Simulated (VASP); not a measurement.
Yb, 2 atoms in the cell. Symmetry: Fd-3m, No. 227, cubic system. Conventional cell: a = 9.482 Å, b = 9.482 Å, c = 9.482 Å, α = 90.00°, β = 90.00°, γ = 90.00°. Yb (site symmetry -43m) has 4 Yb at 4.11 Å within 5.4 Å. This isn't the form of Yb at room conditions, which is fcc.

| Item | Value |
| --- | --- |
| Program | VASP 6.6.1 |
| Task | single point |
| Functional | BLYP |
| Potentials or basis | VASP PAW PBE potentials, release 64 (Yb) |
| Cutoff | 520 eV |
| k mesh | 7 × 7 × 7 |
| Occupations | fermi-dirac, width 0.1 eV |
| Spin | no spin polarisation |
| Dipole correction | no |
| Further INCAR settings | ALGO = Normal; EDIFF = 1e-06; NBANDS = 31 |

Potentials or basis: VASP PAW PBE potentials, release 64 (Yb).

Launch:

```bash
$ cat potpaw_PBE.64/Yb/POTCAR > POTCAR
$ mpirun -np 1 vasp_std > vasp.out
```

Hardware: 1 thread of Intel(R) Xeon(R) 6975P-C (Granite Rapids), on a shared host.

Q: Estimate the wall time of this run.

A: It took 9.1 min on 1 thread of Intel(R) Xeon(R) 6975P-C (Granite Rapids), on a shared host, peak memory 0.4 GiB. Counts: scf iterations 50, k points 20.
